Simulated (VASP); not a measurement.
Wanted: the native input for a VASP 6.6.1 run.

* Task: single point
* Functional: PBE
* Potentials or basis: VASP PAW PBE potentials, release 64 (Mo_sv)
* Cutoff: 520 eV
* k mesh: 18 × 18 × 10
* Occupations: gaussian, width 0.1 eV
* Spin: no spin polarisation
* Dipole correction: no
* Further INCAR settings: ALGO = Fast; EDIFF = 1e-06; NBANDS = 21

The structure of Mo lies in POSCAR:

```
Mo
1.0
    2.7558737342      0.0000000000      0.0000000000
   -1.3779368671      2.3866566634      0.0000000000
    0.0000000000      0.0000000000      4.9010741531
Mo
2
Direct
    0.3333333333      0.6666666667      0.2500000000
    0.6666666667      0.3333333333      0.7500000000
```

These files were run (other wordings do the same):

INCAR

```
SYSTEM = Mo
PREC = Accurate
ENCUT = 520
EDIFF = 1E-6
ISMEAR = 0
SIGMA = 0.1
LREAL = .False.
LASPH = .True.
NELM = 100
ALGO = Fast
ISIF = 2
LWAVE = .False.
LCHARG = .True.
GGA = PE
LELF = .True.
LVHAR = .True.
NBANDS = 21
```

KPOINTS

```
regular mesh
0
Gamma
  18 18 10
  0 0 0
```

Potentials or basis: VASP PAW PBE potentials, release 64 (Mo_sv).

The run is started by

```bash
$ cat potpaw_PBE.64/Mo_sv/POTCAR > POTCAR
$ mpirun -np 1 vasp_std > vasp.out
```

Results of the run:

| Item | Value |
| --- | --- |
| Pressure | 0.5 GPa |
| Band gap on the k mesh | zero (band 14 reaches 13.06 eV, above the bottom of band 15 at 11.21 eV) |

Wall time 91 s on 1 thread of Intel Xeon 6975P-C (shared host), peak memory 0.23 GiB.
